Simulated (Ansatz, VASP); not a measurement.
# Al3GaN4: VASP beside Ansatz

INCAR

```
SYSTEM = Al3GaN4
ALGO = Normal ; EDIFF = 1E-6
ENCUT = 520 ; GGA = PS
ISIF = 2 ; ISMEAR = 0
LASPH = .TRUE. ; LCHARG = .TRUE.
LELF = .TRUE. ; LREAL = .FALSE.
LVHAR = .TRUE. ; LWAVE = .FALSE.
NBANDS = 31 ; NELM = 80
PREC = Accurate ; SIGMA = 0.05
```

KPOINTS

```
k-points
0
G
  6 8 4
  0 0 0
```

POSCAR

```
Al3GaN4
1.0
    5.2451442902      0.0000000000      0.0001103911
    0.0000000000      3.2552768533      0.0000000000
   -0.0033657072      0.0000000000      5.2012722695
Al Ga N
3 1 4
Direct
    0.5002300423      0.5000000000      0.1673295664
    0.0009207036      0.5000000000      0.8348055932
    0.0010880650      0.0000000000      0.3316926342
    0.4994217138      0.0000000000      0.6662009016
    0.1111724737      0.0000000000      0.6663292503
    0.1224543238      0.5000000000      0.1671578647
    0.6251234799      0.5000000000      0.8401923551
    0.6231881979      0.0000000000      0.3262928345
```

Input for Ansatz:

```yaml
crystal:
  lattice:
    - [5.2451442902, 0.0, 0.0001103911]
    - [0.0, 3.2552768533, 0.0]
    - [-0.0033657072, 0.0, 5.2012722695]
  atoms:
    - { symbol: Al, position: [0.5002300423, 0.5, 0.1673295664] }
    - { symbol: Al, position: [0.0009207036, 0.5, 0.8348055932] }
    - { symbol: Al, position: [0.001088065, 0.0, 0.3316926342] }
    - { symbol: Ga, position: [0.4994217138, 0.0, 0.6662009016] }
    - { symbol: "N", position: [0.1111724737, 0.0, 0.6663292503] }
    - { symbol: "N", position: [0.1224543238, 0.5, 0.1671578647] }
    - { symbol: "N", position: [0.6251234799, 0.5, 0.8401923551] }
    - { symbol: "N", position: [0.6231881979, 0.0, 0.3262928345] }
basis:
  ecutwfc: 420
kpoints:
  mp_grid: { grid: [6, 8, 4] }
hamiltonian:
  xc: pbesol
scf:
  occupations: { method: gaussian, width: 0.05 }
output:
  forces: true
  stress: true
  eigenvalues: true
```

Change from the starting cell: strain +0.040 along x and y, -0.040 along z, atoms carried along.

Alike in both runs: task single point; functional PBEsol; k mesh 6 × 8 × 4; occupations gaussian, width 0.05 eV; no spin polarisation.

|  | VASP | Ansatz |
| --- | --- | --- |
| version | VASP 6.6.1 | Ansatz 0.2.0 |
| potentials or method | VASP PAW PBE potentials, release 64 (Al, Ga_d, N), cutoff 520 eV | scalar-relativistic, plane waves, PAW |
| valence electrons in the cell | 42 | 42 |

Ansatz gave:

```
gap on the k mesh at the Fermi level (eV)                     : 2.93
least direct gap on the mesh (eV)                             : 2.93
pressure (GPa)                                                : -5.6
traceless stress, the component that is largest in VASP (GPa) : 17.61
rms of the force components (eV/Å)                            : 0.516
```

Q: What did VASP give for the same quantities?

A: gap on the k mesh at the Fermi level (eV): 2.94; least direct gap on the mesh (eV): 2.94; pressure (GPa): -5.7; traceless stress, the component that is largest in VASP (GPa): 17.75; rms of the force components (eV/Å): 0.522.

VASP's potentials were made for PBE, not for PBEsol. Atom by atom the forces differ by 0.009 eV/Å (rms over components). The functional is the same, so the differences come from potentials, cutoffs and numerics.
